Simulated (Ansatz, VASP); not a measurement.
**Pt: VASP beside Ansatz**

Contents of INCAR:

```
SYSTEM = Pt
PREC = Accurate
ENCUT = 500
EDIFF = 1E-7
ISMEAR = 0
SIGMA = 0.1
LREAL = .FALSE.
LASPH = .TRUE.
NELM = 120
ALGO = Normal
ISIF = 3
LWAVE = .FALSE.
LCHARG = .FALSE.
GGA = PE
IBRION = 2
NSW = 90
EDIFFG = -0.04
GGA_COMPAT = .FALSE.
NELMIN = 4
```

File KPOINTS:

```
Automatic mesh
0
G
  6 6 6
  0 0 0
```

The input POSCAR:

```
Pt
1.0
    0.0000000000      2.6240086575      2.6240086575
    2.6240086575      0.0000000000      2.6240086575
    2.6240086575      2.6240086575      0.0000000000
Pt
2
Direct
    0.5000000000      0.5000000000      0.5000000000
    0.7500000000      0.7500000000      0.7500000000
```

Input for Ansatz:

```yaml
crystal:
  lattice:
    - [0.0, 2.6240086575, 2.6240086575]
    - [2.6240086575, 0.0, 2.6240086575]
    - [2.6240086575, 2.6240086575, 0.0]
  atoms:
    - { symbol: Pt, position: [0.5, 0.5, 0.5] }
    - { symbol: Pt, position: [0.75, 0.75, 0.75] }
basis:
  ecutwfc: 420
kpoints:
  mp_grid: { grid: [6, 6, 6] }
hamiltonian:
  xc: pbe
scf:
  occupations: { method: gaussian, width: 0.1 }
  lower_state_search: "off"
output:
  forces: true
  stress: true
  eigenvalues: true
relax:
  adjacent_minimum: "off"
  f_tol: 0.04
  max_steps: 70
  cell: { stress_tol: 0.4 }
```

Alike in both runs: task relaxation of cell and atoms; functional PBE; k mesh 6 × 6 × 6; occupations gaussian, width 0.1 eV; no spin polarisation.

|  | VASP | Ansatz |
| --- | --- | --- |
| version | VASP 6.6.1 | Ansatz 0.2.0 |
| potentials or method | VASP PAW PBE potentials, release 64 (Pt), cutoff 500 eV | scalar-relativistic, plane waves, PAW |
| valence electrons in the cell | 20 | 36 |

VASP gave:

| Quantity | Value |
| --- | --- |
| gap on the k mesh at the Fermi level, each at its own relaxed structure (eV) | none |
| relaxed volume (Å³/atom) | 24.08 |
| relaxed cell length with the largest relative difference (Å) | 4.084 |

**Question.** What did Ansatz give for the same quantities?

**Answer.** gap on the k mesh at the Fermi level, each at its own relaxed structure (eV): none; relaxed volume (Å³/atom): 24.12; relaxed cell length with the largest relative difference (Å): 4.086.

A gap of «none» marks a metal or a gap that the smearing closes. VASP's potentials hold 20 valence electrons a cell and Ansatz's 36, so a difference there can come from the potentials and not from the codes.

Neither program's run includes spin-orbit coupling. Noted on VASP's run: the volume moved by over 15 % at a fixed basis, so the end points are rough.
